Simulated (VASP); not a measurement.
Here is a VASP 6.6.1 calculation.

INCAR

```
SYSTEM = Ti
PREC = Accurate ; ENCUT = 600
EDIFF = 1E-6 ; ISMEAR = -1
SIGMA = 0.1 ; LREAL = .False.
LASPH = .True. ; NELM = 60
ALGO = Normal ; ISIF = 3
LWAVE = .False. ; LCHARG = .False.
GGA = PE ; IBRION = 2
NSW = 60 ; EDIFFG = -0.005
PSTRESS = 680.0
```

KPOINTS

```
Automatic mesh
0
Gamma
  9 9 12
  0 0 0
```

File POSCAR:

```
Ti
1.0
    4.0865829722      0.0000000000      0.0000000000
   -2.0432914861      3.5390846686      0.0000000000
    0.0000000000      0.0000000000      2.5336814428
Ti
3
Direct
    0.0000000000      0.0000000000      0.0000000000
    0.3333333333      0.6666666667      0.5000000000
    0.6666666667      0.3333333333      0.5000000000
```

Potentials or basis: VASP PAW PBE potentials, release 64 (Ti_sv).

Launch:

```sh
$ cat potpaw_PBE.64/Ti_sv/POTCAR > POTCAR
$ mpirun -np 1 vasp_std > vasp.out
```

Task: What does it give for the space group after relaxing (to 0.1 Å)?

Result: P6/mmm (No. 191).

Task: What does it give for the relaxed cell?

Result: a = 4.070 Å, b = 4.070 Å, c = 2.547 Å, α = 90.00°, β = 90.00°, γ = 120.00°.

The path:
```csv
step,energy change (eV),largest force (eV/Å),pressure (GPa),volume (Å³)
1,0.0000,0.0000,67.08,36.64
2,0.1568,0.0000,70.21,36.27
3,0.0854,0.0000,68.75,36.44
4,0.0116,0.0000,67.29,36.61
5,0.0468,0.0000,67.97,36.53
```

Caveat: the cell is relaxed towards a set pressure, so the run minimises the enthalpy, not the energy.
